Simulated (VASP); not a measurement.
Here is a VASP 6.6.1 calculation.

File POSCAR:

```
InGaAs2
1.0
    4.1948149888      0.0000000000      0.0000000000
    0.0000000000      4.1948149888      0.0000000000
    0.0000000000      0.0000000000      5.8867688136
In Ga As
1 1 2
Direct
    0.0000000000      0.0000000000      0.5000000000
    0.5000000000      0.5000000000      0.0000000000
    0.5000000000      0.0000000000      0.7698871180
    0.0000000000      0.5000000000      0.2301128820
```

Contents of INCAR.step1:

```
SYSTEM = InGaAs2
ALGO = Normal
EDIFF = 1E-4
ENCUT = 520
GGA = PE
ISMEAR = 0
LASPH = .True.
LCHARG = .False.
LREAL = .False.
LWAVE = .True.
NBANDS = 26
NELM = 60
PREC = Accurate
SIGMA = 0.01
```

INCAR.step2

```
SYSTEM = InGaAs2
ALGO = Normal
EDIFF = 1E-7
ENCUT = 520
ISIF = 2
ISMEAR = 0
ISTART = 1
LASPH = .True.
LCHARG = .False.
LMIXTAU = .True.
LREAL = .False.
LWAVE = .False.
METAGGA = R2SCAN
NBANDS = 26
NELM = 60
PREC = Accurate
SIGMA = 0.01
```

KPOINTS

```
k-points
0
Gamma
  8 8 6
  0 0 0
```

Potentials or basis: VASP PAW PBE potentials, release 64 (In_d, Ga_d, As).

Launch:

```sh
$ cat potpaw_PBE.64/In_d/POTCAR potpaw_PBE.64/Ga_d/POTCAR potpaw_PBE.64/As/POTCAR > POTCAR
$ cp INCAR.step1 INCAR
$ mpirun -np 1 vasp_std > vasp.out
$ cp INCAR.step2 INCAR
$ mpirun -np 1 vasp_std > vasp.out
```

Task: Predict the pressure.

Result: -0.8 GPa.

Task: Predict the band gap on the k mesh.

Result: 0.22 eV, direct.

Task: Predict the largest force.

Result: 0.011 eV/Å.

Stress tensor (GPa, compression positive):
```
-1.10  0.00  0.00
 0.00 -1.10  0.00
 0.00  0.00 -0.33
```

Caveat: the cell differs from its parent crystal (biaxial strain in the a-b plane: +1.0 %); the PAW data sets were made with another functional, which shifts forces and pressure a little; spin-orbit coupling is left out, which moves the levels of the heavy elements.
